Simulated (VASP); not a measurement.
# LiF (I4/mmm) in VASP: a series of runs

LiF is run at these levels: PBEsol; tasks: single point.

Program: VASP 6.6.1. These are calculated values, not measurements. Logs are shortened: lines on timing, memory, paths and dates and some standing lists are left out, and cuts for length are marked.

### Step 1. The cell of the first run

The structure is tetragonal, space group I4/mmm (No. 139). The conventional cell has a = 2.820 Å, b = 2.820 Å, c = 4.022 Å, α = 90.00°, β = 90.00°, γ = 90.00°. Within 2.6 Å of Li (site symmetry 4/mmm) lie 6 F at 1.99 to 2.01 Å. Within 2.6 Å of F (site symmetry 4/mmm) lie 6 Li at 1.99 to 2.01 Å.

### Step 2. Single point, PBEsol (in-plane strain -0.005, then relaxed in part)

INCAR reads:

```
  PREC = Accurate
  ENCUT = 750
  EDIFF = 1E-6
  ISMEAR = 0
  SIGMA = 0.01
  LREAL = F
  LASPH = T
  NELM = 120
  ALGO = Normal
  ISIF = 2
  LWAVE = F
  LCHARG = T
  GGA = PS
  LELF = T
  LVHAR = T
  NBANDS = 12
  GGA_COMPAT = F
```

KPOINTS reads:

```
Automatic mesh
0
Gamma
  10 10 10
```

POSCAR reads:

```
LiF
1.0
    1.9939414860      1.9939414860      0.0000000000
   -1.9939414860      1.9939414860      0.0000000000
    0.0000000000      1.9939414860      2.0108952075
Li F
1 1
Direct
    0.0000000000      0.0000000000      0.0000000000
    0.5000000000      0.5000000000      0.0000000000
```

Potentials or basis: VASP PAW PBE potentials, release 64 (Li_sv, F).

Launch:

```
$ cat potpaw_PBE.64/Li_sv/POTCAR potpaw_PBE.64/F/POTCAR > POTCAR
$ mpirun -np 1 vasp_std > vasp.out
```

OUTCAR:

```text
PREC = Accurate
   ENCUT = 750
   EDIFF = 1E-6
   ISMEAR = 0
   LREAL = F
   LASPH = T
   NELM = 120
   ISIF = 2
   GGA = PS

 ion  position               nearest neighbor table
   1  0.000  0.000  0.000-   2 1.99   2 1.99   2 1.99   2 1.99   2 2.01   2 2.01
   2  0.500  0.500  0.000-   1 1.99   1 1.99   1 1.99   1 1.99   1 2.01   1 2.01

  LATTYP: Found a body centered tetragonal cell.
 ALAT       =     2.8198590921
 C/A-ratio  =     1.4262380792

  Lattice vectors:

 A1 = (   1.9939414860,   0.0000000000,  -2.0108952075)
 A2 = (  -1.9939414860,   0.0000000000,  -2.0108952075)
 A3 = (   0.0000000000,   1.9939414860,   2.0108952075)

Analysis of symmetry for initial positions (statically):
=====================================================================
 Subroutine PRICEL returns:
 Original cell was already a primitive cell.

 Routine SETGRP: Setting up the symmetry group for a
 body centered tetragonal supercell.

 Subroutine GETGRP returns: Found 16 space group operations
 (whereof 16 operations were pure point group operations)
 out of a pool of 16 trial point group operations.

The static configuration has the point symmetry D_4h.

Analysis of symmetry for dynamics (positions and initial velocities):
=====================================================================
 Subroutine PRICEL returns:
 Original cell was already a primitive cell.

 Routine SETGRP: Setting up the symmetry group for a
 body centered tetragonal supercell.

 Subroutine GETGRP returns: Found 16 space group operations
 (whereof 16 operations were pure point group operations)
 out of a pool of 16 trial point group operations.

The dynamic configuration has the point symmetry D_4h.

 Subroutine INISYM returns: Found 16 space group operations
 (whereof 16 operations are pure point group operations),
 and found     1 'primitive' translations

----------------------------------------------------------------------------------------

                                     Primitive cell

  volume of cell :      15.9898

  direct lattice vectors                    reciprocal lattice vectors
     1.993941486  1.993941486  0.000000000     0.250759615  0.250759615 -0.248645478
    -1.993941486  1.993941486  0.000000000    -0.250759615  0.250759615 -0.248645478
     0.000000000  1.993941486  2.010895207     0.000000000  0.000000000  0.497290956

  length of vectors
     2.819859092  2.819859092  2.831872558     0.433111236  0.433111236  0.497290956

  position of ions in fractional coordinates (direct lattice)
     0.000000000  0.000000000  0.000000000
     0.500000000  0.500000000  0.000000000

  ion indices of the primitive-cell ions
   primitive index   ion index
                 1           1
                 2           2

----------------------------------------------------------------------------------------

 KPOINTS: Automatic mesh

Automatic generation of k-mesh.
 Grid dimensions read from file:
 generate k-points for:   10   10   10

 Generating k-lattice:

  Cartesian coordinates                     Fractional coordinates (reciprocal lattice)
     0.025075962  0.025075962 -0.024864548     0.100000000  0.000000000  0.000000000
    -0.025075962  0.025075962 -0.024864548     0.000000000  0.100000000  0.000000000
     0.000000000  0.000000000  0.049729096     0.000000000  0.000000000  0.100000000

  Length of vectors
     0.043311124  0.043311124  0.049729096

  Shift w.r.t. Gamma in fractional coordinates (k-lattice)
     0.000000000  0.000000000  0.000000000

 Subroutine IBZKPT returns following result:
 ===========================================

 Found    102 irreducible k-points:

 Following reciprocal coordinates:
            Coordinates               Weight
  0.000000  0.000000  0.000000      1.000000
  0.100000  0.000000  0.000000      8.000000
  0.200000  0.000000  0.000000      8.000000
  0.300000  0.000000  0.000000      8.000000
  0.400000  0.000000 -0.000000      8.000000
  0.500000  0.000000  0.000000      4.000000
[... 16 lines left out ...]
  0.300000  0.300000  0.000000      8.000000
  0.400000  0.300000 -0.000000     16.000000
 [... further k-points ...]
   k-points           NKPTS =    102   k-points in BZ     NKDIM =    102   number of bands    NBANDS=     12
   number of dos      NEDOS =    301   number of ions     NIONS =      2
   total plane-waves  NPLWV =  21952
   dimension x,y,z NGX =    28 NGY =   28 NGZ =   28
   dimension x,y,z NGXF=    56 NGYF=   56 NGZF=   56
   ions per type =               1   1
   NGX,Y,Z   is equivalent  to a cutoff of  16.51, 16.51, 16.44 a.u.
   NGXF,Y,Z  is equivalent  to a cutoff of  33.02, 33.02, 32.87 a.u.
 SYSTEM =  unknown system
   PREC   = accura    normal or accurate (medium, high low for compatibility)
   ISTART =      0    job   : 0-new  1-cont  2-samecut
   ICHARG =      2    charge: 1-file 2-atom 10-const
   ISPIN  =      1    spin polarized calculation?
   LNONCOLLINEAR =      F non collinear calculations
   LSORBIT =      F    spin-orbit coupling
   LASPH  =      T    aspherical Exc in radial PAW
   ENCUT  =  750.0 eV  55.12 Ry    7.42 a.u.   6.30  6.30  6.32*2*pi/ulx,y,z
   NELM   =    120;   NELMIN=  2; NELMDL= -5     # of ELM steps
   EDIFF  = 0.1E-05   stopping-criterion for ELM
   LREAL  =      F    real-space projection
   EDIFFG = 0.1E-04   stopping-criterion for IOM
   NSW    =      0    number of steps for IOM
   IBRION =     -1    ionic relax: 0-MD 1-quasi-New 2-CG
   NFREE  =      0    steps in history (QN), initial steepest desc. (CG)
   ISIF   =      2    stress and relaxation
   ISYM   =      2    0-nonsym 1-usesym 2-fastsym
   POTIM  = 0.5000    time-step for ionic-motion
   TEBEG  =    0.0;   TEEND  =   0.0 temperature during run
   PSTRESS=    0.0 pullay stress
   NELECT =      10.0000    total number of electrons
   NUPDOWN=      -1.0000    fix difference up-down
   EMIN   =  10.00;   EMAX   =-10.00  energy-range for DOS
   EFERMI =   0.00;   METHOD = LEGACY
   ISMEAR =     0;   SIGMA  =   0.01  broadening in eV -4-tet -1-fermi 0-gaus
   EFERMI_NEDOS =   21; number of points for ismear=-14 and -15
   IALGO  =     38    algorithm
   IMIX   =      4    mixing-type and parameters
     AMIX     =   0.40;   BMIX     =  1.00
     AMIX_MAG =   1.60;   BMIX_MAG =  1.00
  volume/ion in A,a.u.               =       7.99        53.95
  Fermi-wavevector in a.u.,A,eV,Ry     =   1.399996  2.645609 26.667261  1.959988
  Thomas-Fermi vector in A             =   2.523000
   LORBIT       =      0    0 simple, 1 ext, 2 COOP (PROOUT), +10 PAW based schemes
   GGA     = PS    functional components
   LHFCALC =     F    Hartree Fock is set to
   AEXX    =    0.0000 exact exchange contribution
   IVDW    =     0    specifies the selected vdW correction
   LEPSILON=     F    determine dielectric tensor
   LRPA    =     F    only Hartree local field effects (RPA)
 non-spin polarized calculation
 Gauss-broadening in eV      SIGMA  =   0.01
  energy-cutoff  :      750.00
  volume of cell :       15.99
 maximum number of plane-waves:       755
 NGX is ok and might be reduce to    28
   NGX = 13   NGY = 13   NGZ = 13

 number of electron      10.0000004 magnetization

 Free energy of the ion-electron system (eV)
  ---------------------------------------------------
  ext. energy  EPLUGINS =         0.00000000
  ---------------------------------------------------
  free energy    TOTEN  =        -9.85724796 eV

  energy without entropy =       -9.85724796  energy(sigma->0) =       -9.85724796

 E-fermi :  -0.8125     XC(G=0): -10.3112

 val. band max:       -0.9735896742   @ k =   0.0000   0.0000   0.0000
 cond. band min:       8.1120696483   @ k =   0.0000   0.0000   0.0000
 fundamental gap:      9.0856593226
 Fermi energy:        -0.8125374898

 k-point     1 :       0.0000    0.0000    0.0000
  band No.  band energies     occupation
      1     -41.1325      2.00000
      2     -20.9088      2.00000
      3      -0.9935      2.00000
      4      -0.9935      2.00000
      5      -0.9736      2.00000
      6       8.1121      0.00000
      7      22.9925      0.00000
      8      23.1909      0.00000
      9      23.1909      0.00000
     10      23.2937      0.00000
     11      23.3675      0.00000
     12      23.3675      0.00000

 k-point     2 :       0.1000    0.0000    0.0000
  band No.  band energies     occupation
      1     -41.1258      2.00000
      2     -20.8681      2.00000
      3      -1.2880      2.00000
      4      -1.0161      2.00000
      5      -1.0056      2.00000
      6       8.4061      0.00000
      7      20.2953      0.00000
      8      21.7402      0.00000
      9      21.8770      0.00000
     10      24.4001      0.00000
     11      24.4606      0.00000
     12      24.5106      0.00000

 k-point     3 :       0.2000    0.0000    0.0000
  band No.  band energies     occupation
      1     -41.1083      2.00000
      2     -20.7587      2.00000
      3      -2.0075      2.00000
      4      -1.0741      2.00000
      5      -1.0719      2.00000
      6       9.0512      0.00000
      7      17.8008      0.00000
      8      20.2183      0.00000
      9      20.3722      0.00000
     10      25.4741      0.00000
     11      25.7885      0.00000
     12      25.8121      0.00000

 k-point     4 :       0.3000    0.0000    0.0000
  band No.  band energies     occupation
      1     -41.0866      2.00000
      2     -20.6175      2.00000
      3      -2.8040      2.00000
      4      -1.1509      2.00000
      5      -1.1432      2.00000
      6       9.5714      0.00000
      7      16.3452      0.00000
      8      18.9517      0.00000
      9      19.1081      0.00000
     10      26.8645      0.00000
     11      27.4994      0.00000
     12      27.5332      0.00000

 k-point     5 :       0.4000    0.0000   -0.0000
  band No.  band energies     occupation
      1     -41.0691      2.00000
      2     -20.4979      2.00000
      3      -3.3976      2.00000
      4      -1.2126      2.00000
      5      -1.1970      2.00000
      6       9.7167      0.00000
      7      15.8614      0.00000
      8      18.1355      0.00000
      9      18.2900      0.00000
     10      28.4891      0.00000
     11      29.2665      0.00000
     12      29.3437      0.00000
[... 228 lines left out ...]
      1     -41.0845      2.00000
      2     -20.5717      2.00000
      3      -2.5810      2.00000
      4      -1.5255      2.00000
      5      -1.4880      2.00000
      6      10.4672      0.00000
      7      16.8077      0.00000
      8      18.8061      0.00000
      9      19.4860      0.00000
     10      20.9274      0.00000
     11      31.1893      0.00000
     12      31.5291      0.00000

 k-point    22 :      -0.2000    0.2000    0.0000
  band No.  band energies     occupation
      1     -41.1006      2.00000
      2     -20.6941      2.00000
      3      -2.0016      2.00000
      4      -1.3760      2.00000
      5      -1.3421      2.00000
      6       9.6885      0.00000
      7      18.6136      0.00000
      8      19.6897      0.00000
      9      19.9357      0.00000
     10      20.0489      0.00000
     11      30.0112      0.00000
     12      30.0399      0.00000

 k-point    23 :       0.3000    0.3000    0.0000
  band No.  band energies     occupation
      1     -41.0526      2.00000
      2     -20.3120      2.00000
      3      -2.9601      2.00000
      4      -2.9130      2.00000
      5      -1.4454      2.00000
      6      11.9370      0.00000
      7      14.2903      0.00000
      8      18.2901      0.00000
      9      18.3869      0.00000
     10      25.9881      0.00000
     11      29.8553      0.00000
     12      30.1721      0.00000

 k-point    24 :       0.4000    0.3000   -0.0000
  band No.  band energies     occupation
      1     -41.0475      2.00000
      2     -20.2486      2.00000
      3      -3.4311      2.00000
      4      -2.6564      2.00000
      5      -1.6455      2.00000
      6      12.5884      0.00000
      7      14.2506      0.00000
      8      17.8758      0.00000
      9      18.5400      0.00000
     10      23.7188      0.00000
     11      31.8485      0.00000
     12      32.4451      0.00000

 [... further k-points ...]

------------------------ aborting loop because EDIFF is reached ----------------------------------------

  FORCE on cell =-STRESS in cart. coord.  units (eV):
  Direction    XX          YY          ZZ          XY          YZ          ZX
  --------------------------------------------------------------------------------------
  -------------------------------------------------------------------------------------
  Total        0.0337063      0.0337063     -0.0392628      0.0000000      0.0000000     -0.0000000
  in kB        3.3773582      3.3773582     -3.9341197      0.0000000      0.0000000     -0.0000000
  external PRESSURE =       0.9401989 kB  Pullay stress =       0.0000000 kB

 VOLUME and BASIS-vectors are now :
 -----------------------------------------------------------------------------
  energy-cutoff  :      750.00
  volume of cell :       15.99
      direct lattice vectors                 reciprocal lattice vectors
     1.993941486  1.993941486  0.000000000     0.250759615  0.250759615 -0.248645478
    -1.993941486  1.993941486  0.000000000    -0.250759615  0.250759615 -0.248645478
     0.000000000  1.993941486  2.010895207     0.000000000  0.000000000  0.497290956

 POSITION                                       TOTAL-FORCE (eV/Angst)
 -----------------------------------------------------------------------------------
      0.00000      0.00000      0.00000        -0.000000      0.000000      0.000000
      0.00000      1.99394      0.00000         0.000000     -0.000000      0.000000
 -----------------------------------------------------------------------------------
    total drift:                               -0.000000      0.000000     -0.000000

  FREE ENERGIE OF THE ION-ELECTRON SYSTEM (eV)
  ---------------------------------------------------
  free  energy   TOTEN  =        -9.8572479563 eV

  energy  without entropy=       -9.8572479563  energy(sigma->0) =       -9.85724796
```

Run time: 53 s. Hardware: 1 thread of Intel Xeon 8259CL, shared host; peak memory 0.17 GiB.

Results:

| Property | Result |
| --- | --- |
| Free energy | -9.8572 eV |
| Pressure | 0.1 GPa |
| Band gap on the k mesh | 9.09 eV |

Stress tensor (GPa, compression positive):
```
 0.34  0.00  0.00
 0.00  0.34  0.00
 0.00  0.00 -0.39
```

Levels at points of the mesh, in eV from the valence-band top:
```
           k point  band 1  band 2  band 3  band 4  band 5  band 6  band 7  band 8  band 9  band 10
(0.00, 0.00, 0.00)  -40.16  -19.94   -0.02   -0.02    0.00    9.09   23.97   24.16   24.16    24.27
(0.50, 0.00, 0.00)  -40.09  -19.48   -2.64   -0.26   -0.24   10.68   16.79   18.83   18.98    30.54
(0.50, 0.50, 0.00)  -40.07  -19.18   -3.17   -1.09   -1.04   14.87   16.25   17.57   20.22    20.35
(0.00, 0.00, 0.50)  -40.07  -19.20   -3.17   -1.04   -1.04   14.72   16.36   17.55   20.41    20.41
```

Caveat: the cell differs from its parent crystal (in-plane strain -0.005, then relaxed in part); the PAW data sets were made with another functional, which shifts forces and pressure a little.

### Step 3. Single point, PBEsol (in-plane strain -0.005)

INCAR reads:

```
ALGO = Normal ; EDIFF = 1E-6
ENCUT = 750 ; GGA = PS
GGA_COMPAT = F ; ISIF = 2
ISMEAR = 0 ; LASPH = T
LCHARG = F ; LREAL = F
LWAVE = F ; NBANDS = 12
NELM = 120 ; PREC = Accurate
SIGMA = 0.01
```

KPOINTS reads:

```
k-points
0
Gamma
  10 10 10
```

Edit POSCAR of step 2 so:

```diff
@@ -4,3 +4,3 @@
    -1.9939414860      1.9939414860      0.0000000000
-    0.0000000000      1.9939414860      2.0108952075
+    0.0000000000      1.9939414860      2.0099731764
 Li F
```

Potentials or basis: VASP PAW PBE potentials, release 64 (Li_sv, F).

Launch:

```
$ cat potpaw_PBE.64/Li_sv/POTCAR potpaw_PBE.64/F/POTCAR > POTCAR
$ mpirun -np 1 vasp_std > vasp.out
```

It took 56 s on 1 thread of Intel Xeon 8259CL, shared host; peak memory 0.17 GiB.

Results (log left out):

```
Free energy            : -9.8572 eV
Pressure               : 0.1 GPa
Band gap on the k mesh : 9.09 eV
```

Stress tensor (GPa, compression positive):
```
 0.36  0.00  0.00
 0.00  0.36  0.00
 0.00  0.00 -0.33
```

Levels at points of the mesh, in eV from the valence-band top:
| k point | band 3 | band 4 | band 5 | band 6 | band 7 | band 8 |
| --- | --- | --- | --- | --- | --- | --- |
| (0.00, 0.00, 0.00) | -0.02 | -0.02 | 0.00 | 9.09 | 23.98 | 24.17 |
| (0.50, 0.00, 0.00) | -2.64 | -0.26 | -0.24 | 10.68 | 16.79 | 18.84 |
| (0.50, 0.50, 0.00) | -3.17 | -1.09 | -1.04 | 14.87 | 16.25 | 17.57 |
| (0.00, 0.00, 0.50) | -3.18 | -1.04 | -1.04 | 14.73 | 16.36 | 17.56 |

Caveat: the cell differs from its parent crystal (in-plane strain -0.005); the PAW data sets were made with another functional, which shifts forces and pressure a little.

### Step 4. Single point, PBEsol (in-plane strain +0.005, then relaxed in part)

INCAR reads:

```
SYSTEM = LiF
PREC = Accurate
ENCUT = 750
EDIFF = 1E-6
ISMEAR = 0
SIGMA = 0.01
LREAL = .FALSE.
LASPH = .TRUE.
NELM = 120
ALGO = Normal
ISIF = 2
LWAVE = .FALSE.
LCHARG = .FALSE.
GGA = PS
NBANDS = 12
GGA_COMPAT = .FALSE.
```

KPOINTS reads:

```
regular mesh
0
G
  10 10 10
  0 0 0
```

POSCAR reads:

```
LiF
1.0
    2.0139810989      2.0139810989      0.0000000000
   -2.0139810989      2.0139810989      0.0000000000
    0.0000000000      2.0139810989      1.9966822756
Li F
1 1
Direct
    0.0000000000      0.0000000000      0.0000000000
    0.5000000000      0.5000000000      0.0000000000
```

Launch:

```
$ cat potpaw_PBE.64/Li_sv/POTCAR potpaw_PBE.64/F/POTCAR > POTCAR
$ mpirun -np 1 vasp_std > vasp.out
```

Run time: 59 s. Hardware: 1 thread of Intel Xeon 8259CL, shared host; peak memory 0.17 GiB.

It converged, with:

```
Free energy            : -9.8573 eV
Pressure               : -0.8 GPa
Band gap on the k mesh : 8.98 eV
```

Stress tensor (GPa, compression positive):
```
-1.08  0.00  0.00
 0.00 -1.08  0.00
 0.00  0.00 -0.37
```

Levels at points of the mesh, in eV from the valence-band top:
```
           k point  band 2  band 3  band 4  band 5  band 6  band 7  band 8  band 9
(0.00, 0.00, 0.00)  -19.89   -0.02    0.00    0.00    8.98   23.87   23.87   24.07
(0.50, 0.00, 0.00)  -19.44   -2.60   -0.25   -0.23   10.62   16.64   18.73   18.89
(0.50, 0.50, 0.00)  -19.17   -3.11   -1.05   -1.00   14.65   16.27   17.41   20.16
(0.00, 0.00, 0.50)  -19.16   -3.10   -1.05   -1.05   14.81   16.15   17.42   20.10
```

Caveat: the cell differs from its parent crystal (in-plane strain +0.005, then relaxed in part); the PAW data sets were made with another functional, which shifts forces and pressure a little. A k mesh can miss the band edges.

### Step 5. Summary

| cell | gap on the mesh (eV) | pressure (GPa) |
| --- | --- | --- |
| a = 2.820, b = 2.820, c = 2.832 Å, angles 60.1, 60.1, 90.0°, 2 atoms | 9.09 | 0.1 |
| a = 2.820, b = 2.820, c = 2.831 Å, angles 60.1, 60.1, 90.0°, 2 atoms | 9.09 | 0.1 |
| a = 2.848, b = 2.848, c = 2.836 Å, angles 59.9, 59.9, 90.0°, 2 atoms | 8.98 | -0.8 |

Alike in all rows: task single point; level PBEsol; potentials or basis VASP PAW PBE potentials, release 64 (Li_sv, F); no spin polarisation; k mesh 10 × 10 × 10; cutoff (eV) 750; smearing gaussian 0.01 eV.

Caveats: the PAW data sets were made with another functional, which shifts forces and pressure a little.

Total energies depend on the potentials used, so only differences within one code and one set of settings carry meaning.
